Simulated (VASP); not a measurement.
# C8O in VASP: single point with PBE+D3(BJ)

Aim: the single point of C8O with PBE+D3(BJ).

Everything below comes from runs of VASP 6.6.1. Logs are shortened: lines on timing, memory, paths and dates and some standing lists are left out, and cuts for length are marked.

## (1) The cell of the first run

The cell holds a slab with vacuum, 9 atoms: a = 2.465 Å, b = 2.465 Å, c = 29.108 Å, α = 90.00°, β = 90.00°, γ = 120.00°.

## (2) Single point, PBE+D3(BJ)

Contents of INCAR:

```
SYSTEM = C8O
PREC = Accurate
ENCUT = 520
EDIFF = 1E-6
ISMEAR = 0
SIGMA = 0.1
LREAL = .False.
LASPH = .True.
NELM = 60
ALGO = Normal
ISIF = 2
LWAVE = .False.
LCHARG = .False.
LDIPOL = .True.
IDIPOL = 3
DIPOL = 0.5 0.5 0.488
GGA = PE
IVDW = 12
NBANDS = 29
```

Contents of KPOINTS:

```
Automatic mesh
0
Gamma
  12 12 1
  0 0 0
```

Contents of POSCAR:

```
C8O
1.0
    2.4649796670      0.0000000000      0.0000000000
   -1.2324898335      2.1347350114      0.0000000000
    0.0000000000      0.0000000000     29.1076495408
C O
8 1
Direct
    0.0000000000      0.0000000000      0.2920194646
    0.6666666666      0.3333333333      0.2920194566
    0.0000000000      0.0000000000      0.4077696707
    0.3333333334      0.6666666667      0.4077696627
   -0.0814785952     -0.1629571905      0.5234817323
    0.5853215504      0.1706431008      0.5234932055
    0.0706981561      0.1413963121      0.6355290282
    0.4001652563      0.8003305126      0.6355131905
    0.2354186730      0.4708373460      0.6782801931
```

Potentials or basis: VASP PAW PBE potentials, release 64 (C, O).

Started as:

```bash
$ cat potpaw_PBE.64/C/POTCAR potpaw_PBE.64/O/POTCAR > POTCAR
$ mpirun -np 1 vasp_std > vasp.out
```

OUTCAR:

```text
SYSTEM = C8O
   PREC = Accurate
   ENCUT = 520
   EDIFF = 1E-6
   ISMEAR = 0
   LREAL = .False.
   LASPH = .True.
   NELM = 60
   ISIF = 2
   GGA = PE
   IVDW = 12
 IVDW          = 12

 ion  position               nearest neighbor table
   1  0.000  0.000  0.292-   2 1.42   2 1.42   2 1.42
   2  0.667  0.333  0.292-   1 1.42   1 1.42   1 1.42
   3  0.000  0.000  0.408-   4 1.42   4 1.42   4 1.42
   4  0.333  0.667  0.408-   3 1.42   3 1.42   3 1.42
   5  0.919  0.837  0.523-   6 1.42   6 1.42   6 1.42
   6  0.585  0.171  0.523-   5 1.42   5 1.42   5 1.42
   7  0.071  0.141  0.636-   8 1.41   9 1.43   8 1.43   8 1.43
   8  0.400  0.800  0.636-   7 1.41   9 1.43   7 1.43   7 1.43
   9  0.235  0.471  0.678-   7 1.43   8 1.43

  LATTYP: Found a hexagonal cell.
 ALAT       =     2.4649796670
 C/A-ratio  =    11.8084745000

  Lattice vectors:

 A1 = (   2.4649796670,   0.0000000000,   0.0000000000)
 A2 = (  -1.2324898335,   2.1347350114,   0.0000000000)
 A3 = (   0.0000000000,   0.0000000000,  29.1076495408)

Analysis of symmetry for initial positions (statically):
=====================================================================
 Subroutine PRICEL returns:
 Original cell was already a primitive cell.

 Routine SETGRP: Setting up the symmetry group for a
 hexagonal supercell.

 Subroutine GETGRP returns: Found  2 space group operations
 (whereof  2 operations were pure point group operations)
 out of a pool of 24 trial point group operations.

The static configuration has the point symmetry C_1h.

Analysis of symmetry for dynamics (positions and initial velocities):
=====================================================================
 Subroutine PRICEL returns:
 Original cell was already a primitive cell.

 Routine SETGRP: Setting up the symmetry group for a
 hexagonal supercell.

 Subroutine GETGRP returns: Found  2 space group operations
 (whereof  2 operations were pure point group operations)
 out of a pool of 24 trial point group operations.

The dynamic configuration has the point symmetry C_1h.

 Subroutine INISYM returns: Found  2 space group operations
 (whereof  2 operations are pure point group operations),
 and found     1 'primitive' translations

----------------------------------------------------------------------------------------

                                     Primitive cell

  volume of cell :     153.1667

  direct lattice vectors                    reciprocal lattice vectors
     2.464979667  0.000000000  0.000000000     0.405682860  0.234221108  0.000000000
    -1.232489834  2.134735011  0.000000000     0.000000000  0.468442216  0.000000000
     0.000000000  0.000000000 29.107649541     0.000000000  0.000000000  0.034355230

  length of vectors
     2.464979667  2.464979667 29.107649541     0.468442216  0.468442216  0.034355230

  position of ions in fractional coordinates (direct lattice)
     0.000000000  0.000000000  0.292019465
     0.666666667  0.333333333  0.292019457
     0.000000000  0.000000000  0.407769671
     0.333333333  0.666666667  0.407769663
     0.918521405  0.837042809  0.523481732
     0.585321550  0.170643101  0.523493206
     0.070698156  0.141396312  0.635529028
     0.400165256  0.800330513  0.635513190
     0.235418673  0.470837346  0.678280193

  ion indices of the primitive-cell ions
   primitive index   ion index
                 1           1
                 2           2
                 3           3
                 4           4
                 5           5
                 6           6
                 7           7
                 8           8
                 9           9

----------------------------------------------------------------------------------------

 KPOINTS: Automatic mesh

Automatic generation of k-mesh.
 Grid dimensions read from file:
 generate k-points for:   12   12    1

 Generating k-lattice:

  Cartesian coordinates                     Fractional coordinates (reciprocal lattice)
     0.033806905  0.019518426  0.000000000     0.083333333 -0.000000000  0.000000000
     0.000000000  0.039036851  0.000000000     0.000000000  0.083333333  0.000000000
     0.000000000  0.000000000  0.034355230     0.000000000  0.000000000  1.000000000

  Length of vectors
     0.039036851  0.039036851  0.034355230

  Shift w.r.t. Gamma in fractional coordinates (k-lattice)
     0.000000000  0.000000000  0.000000000

 Subroutine IBZKPT returns following result:
 ===========================================

 Found     43 irreducible k-points:

 Following reciprocal coordinates:
            Coordinates               Weight
  0.000000  0.000000  0.000000      1.000000
  0.083333 -0.000000  0.000000      4.000000
  0.000000  0.083333  0.000000      2.000000
  0.166667 -0.000000  0.000000      4.000000
  0.000000  0.166667  0.000000      2.000000
  0.250000 -0.000000  0.000000      4.000000
[... 16 lines left out ...]
 -0.083333  0.416667  0.000000      4.000000
 -0.416667  0.333333  0.000000      4.000000
 [... further k-points ...]
   k-points           NKPTS =     43   k-points in BZ     NKDIM =     43   number of bands    NBANDS=     29
   number of dos      NEDOS =    301   number of ions     NIONS =      9
   total plane-waves  NPLWV =  69984
   dimension x,y,z NGX =    18 NGY =   18 NGZ =  216
   dimension x,y,z NGXF=    36 NGYF=   36 NGZF=  432
   ions per type =               8   1
   NGX,Y,Z   is equivalent  to a cutoff of  12.14, 12.14, 12.34 a.u.
   NGXF,Y,Z  is equivalent  to a cutoff of  24.28, 24.28, 24.67 a.u.
 SYSTEM =  C8O
   PREC   = accura    normal or accurate (medium, high low for compatibility)
   ISTART =      0    job   : 0-new  1-cont  2-samecut
   ICHARG =      2    charge: 1-file 2-atom 10-const
   ISPIN  =      1    spin polarized calculation?
   LNONCOLLINEAR =      F non collinear calculations
   LSORBIT =      F    spin-orbit coupling
   LASPH  =      T    aspherical Exc in radial PAW
   ENCUT  =  520.0 eV  38.22 Ry    6.18 a.u.   4.58  4.58 54.12*2*pi/ulx,y,z
   NELM   =     60;   NELMIN=  2; NELMDL= -5     # of ELM steps
   EDIFF  = 0.1E-05   stopping-criterion for ELM
   LREAL  =      F    real-space projection
   EDIFFG = 0.1E-04   stopping-criterion for IOM
   NSW    =      0    number of steps for IOM
   IBRION =     -1    ionic relax: 0-MD 1-quasi-New 2-CG
   NFREE  =      0    steps in history (QN), initial steepest desc. (CG)
   ISIF   =      2    stress and relaxation
   ISYM   =      2    0-nonsym 1-usesym 2-fastsym
   POTIM  = 0.5000    time-step for ionic-motion
   TEBEG  =    0.0;   TEEND  =   0.0 temperature during run
   PSTRESS=    0.0 pullay stress
   NELECT =      38.0000    total number of electrons
   NUPDOWN=      -1.0000    fix difference up-down
   EMIN   =  10.00;   EMAX   =-10.00  energy-range for DOS
   EFERMI =   0.00;   METHOD = LEGACY
   ISMEAR =     0;   SIGMA  =   0.10  broadening in eV -4-tet -1-fermi 0-gaus
   EFERMI_NEDOS =   21; number of points for ismear=-14 and -15
   IALGO  =     38    algorithm
   IMIX   =      4    mixing-type and parameters
     AMIX     =   0.40;   BMIX     =  1.00
     AMIX_MAG =   1.60;   BMIX_MAG =  1.00
  volume/ion in A,a.u.               =      17.02       114.85
  Fermi-wavevector in a.u.,A,eV,Ry     =   1.028682  1.943927 14.397508  1.058187
  Thomas-Fermi vector in A             =   2.162691
   LORBIT       =      0    0 simple, 1 ext, 2 COOP (PROOUT), +10 PAW based schemes
   GGA     = PE    functional components
   LHFCALC =     F    Hartree Fock is set to
   AEXX    =    0.0000 exact exchange contribution
   IVDW    =    12    specifies the selected vdW correction
   LEPSILON=     F    determine dielectric tensor
   LRPA    =     F    only Hartree local field effects (RPA)
 non-spin polarized calculation
 Gauss-broadening in eV      SIGMA  =   0.10
  energy-cutoff  :      520.00
  volume of cell :      153.17
 maximum number of plane-waves:      4180
   NGX =  9   NGY =  9   NGZ =109

 dipolmoment           0.000000      0.000000     -0.048245 electrons x Angstroem

 number of electron      37.9999987 magnetization

 dipolmoment           0.000000      0.000000      0.087770 electrons x Angstroem

 Free energy of the ion-electron system (eV)
  ---------------------------------------------------
  ext. energy  EPLUGINS =         0.00000000
  ---------------------------------------------------
  free energy    TOTEN  =       -77.41181189 eV

  energy without entropy =      -77.40799834  energy(sigma->0) =      -77.40990512

 E-fermi :  -0.5499     XC(G=0):  -5.4767

 val. band max:       -0.5557939498   @ k =   0.3333   0.3333   0.0000
 cond. band min:      -0.5435753837   @ k =   0.3333   0.3333   0.0000
 fundamental gap:      0.0122185661
 Fermi energy:        -0.5498676976

 k-point     1 :       0.0000    0.0000    0.0000
  band No.  band energies     occupation
      1     -26.1559      2.00000
      2     -20.3592      2.00000
      3     -20.1466      2.00000
      4     -20.0027      2.00000
      5     -16.7930      2.00000
      6      -8.9997      2.00000
[... 21 lines left out ...]
     28       7.5252      0.00000
     29       7.5352      0.00000

 k-point     2 :       0.0833   -0.0000    0.0000
  band No.  band energies     occupation
      1     -26.0265      2.00000
      2     -20.1944      2.00000
      3     -19.9820      2.00000
      4     -19.8394      2.00000
      5     -16.6798      2.00000
      6      -8.8180      2.00000
[... 21 lines left out ...]
     28       7.6653      0.00000
     29       7.8367      0.00000

 k-point     3 :       0.0000    0.0833    0.0000
  band No.  band energies     occupation
      1     -26.0184      2.00000
      2     -20.1944      2.00000
      3     -19.9820      2.00000
      4     -19.8394      2.00000
      5     -16.6788      2.00000
      6      -8.8212      2.00000
[... 21 lines left out ...]
     28       7.7922      0.00000
     29       7.8116      0.00000

 k-point     4 :       0.1667   -0.0000    0.0000
  band No.  band energies     occupation
      1     -25.6506      2.00000
      2     -19.7017      2.00000
      3     -19.4898      2.00000
      4     -19.3508      2.00000
      5     -16.3609      2.00000
      6      -8.9833      2.00000
[... 21 lines left out ...]
     28       7.7431      0.00000
     29       7.8403      0.00000

 k-point     5 :       0.0000    0.1667    0.0000
  band No.  band energies     occupation
      1     -25.6158      2.00000
      2     -19.7018      2.00000
      3     -19.4898      2.00000
      4     -19.3508      2.00000
      5     -16.3659      2.00000
      6      -9.4507      2.00000
[... 21 lines left out ...]
     28       7.7367      0.00000
     29       7.8258      0.00000
[... 510 lines left out ...]
     28       7.7676      0.00000
     29       7.9849      0.00000

 k-point    22 :       0.3333    0.0833    0.0000
  band No.  band energies     occupation
      1     -23.9520      2.00000
      2     -16.9771      2.00000
      3     -16.7664      2.00000
      4     -16.6472      2.00000
      5     -15.4956      2.00000
      6     -12.2964      2.00000
[... 21 lines left out ...]
     28       7.8819      0.00000
     29       8.3329      0.00000

 k-point    23 :      -0.0833    0.4167    0.0000
  band No.  band energies     occupation
      1     -23.7650      2.00000
      2     -16.9789      2.00000
      3     -16.7663      2.00000
      4     -16.6472      2.00000
      5     -16.0215      2.00000
      6     -12.2679      2.00000
[... 21 lines left out ...]
     28       7.8839      0.00000
     29       8.4772      0.00000

 k-point    24 :      -0.4167    0.3333    0.0000
  band No.  band energies     occupation
      1     -24.0023      2.00000
      2     -16.9766      2.00000
      3     -16.7664      2.00000
      4     -16.6473      2.00000
      5     -15.2800      2.00000
      6     -12.3977      2.00000
[... 21 lines left out ...]
     28       7.8819      0.00000
     29       8.6425      0.00000

 [... further k-points ...]

------------------------ aborting loop because EDIFF is reached ----------------------------------------

 vacuum level on the upper side and lower side of the slab       (xc-potential included)         1.205        -1.754

 Edisp (eV)   -1.18483

 E8    (eV) :    -0.3417

  FORCE on cell =-STRESS in cart. coord.  units (eV):
  Direction    XX          YY          ZZ          XY          YZ          ZX
  --------------------------------------------------------------------------------------
  -------------------------------------------------------------------------------------
  Total       8.67755    11.08351     0.47820     0.00000     0.02091     0.00000
  in kB      90.77015   115.93737     5.00209     0.00000     0.21871     0.00000
  external pressure =       70.57 kB  Pullay stress =        0.00 kB

 VOLUME and BASIS-vectors are now :
 -----------------------------------------------------------------------------
  energy-cutoff  :      520.00
  volume of cell :      153.17
      direct lattice vectors                 reciprocal lattice vectors
     2.464979667  0.000000000  0.000000000     0.405682860  0.234221108  0.000000000
    -1.232489834  2.134735011  0.000000000     0.000000000  0.468442216  0.000000000
     0.000000000  0.000000000 29.107649541     0.000000000  0.000000000  0.034355230

 POSITION                                       TOTAL-FORCE (eV/Angst)
 -----------------------------------------------------------------------------------
      0.00000      0.00000      8.50000        -0.000000      0.000817      0.010873
      1.23249      0.71158      8.50000        -0.000000      0.000165     -0.011620
      0.00000      0.00000     11.86922        -0.000000      0.020079     -0.009726
      0.00000      1.42316     11.86922        -0.000000     -0.025511      0.007257
      1.23249      1.78686     15.23732        -0.000000      0.003105     -0.001184
      1.23249      0.36428     15.23766        -0.000000     -0.000870      0.002816
      0.00000      0.30184     18.49876         0.000000     -0.133033     -0.218125
      0.00000      1.70849     18.49830        -0.000000      0.132943     -0.210685
     -0.00000      1.00511     19.74314        -0.000000      0.002306      0.430395
 -----------------------------------------------------------------------------------
    total drift:                               -0.000003      0.000453      0.000311

  FREE ENERGIE OF THE ION-ELECTRON SYSTEM (eV)
  ---------------------------------------------------
  free  energy   TOTEN  =       -78.5966386504 eV

  energy  without entropy=      -78.5928251068  energy(sigma->0) =      -78.59473188

 vacuum level on the upper side and lower side of the slab         6.528         3.519
```

Wall time 2.6 min (1 thread of Intel Xeon 6975P-C (Granite Rapids), shared host); peak memory 0.33 GiB.

Results:

| Property | Result |
| --- | --- |
| Free energy | -78.5966 eV |
| Largest force | 0.430 eV/Å |
| Dispersion energy per atom | -0.132 eV |

Forces in eV/Å, atoms in the order of the input:
```
C    0.000  0.001  0.011
C    0.000  0.000 -0.012
C    0.000  0.020 -0.010
C    0.000 -0.026  0.007
C    0.000  0.003 -0.001
C    0.000 -0.001  0.003
C    0.000 -0.133 -0.218
C    0.000  0.133 -0.211
O    0.000  0.002  0.430
```

Levels at points of the mesh, in eV from the Fermi level:
```
           k point  band 15  band 16  band 17  band 18  band 19  band 20  band 21  band 22  band 23  band 24
(0.00, 0.00, 0.00)    -3.07    -3.07    -3.02    -3.02    -1.35     3.55     3.78     4.94     5.55     6.75
(0.50, 0.00, 0.00)    -4.25    -3.42    -2.72    -2.54    -2.23     1.40     1.54     1.89     4.82     7.08
(0.00, 0.50, 0.00)    -3.63    -2.88    -2.43    -2.14    -0.08     1.17     1.63     1.97     2.92     5.59
```
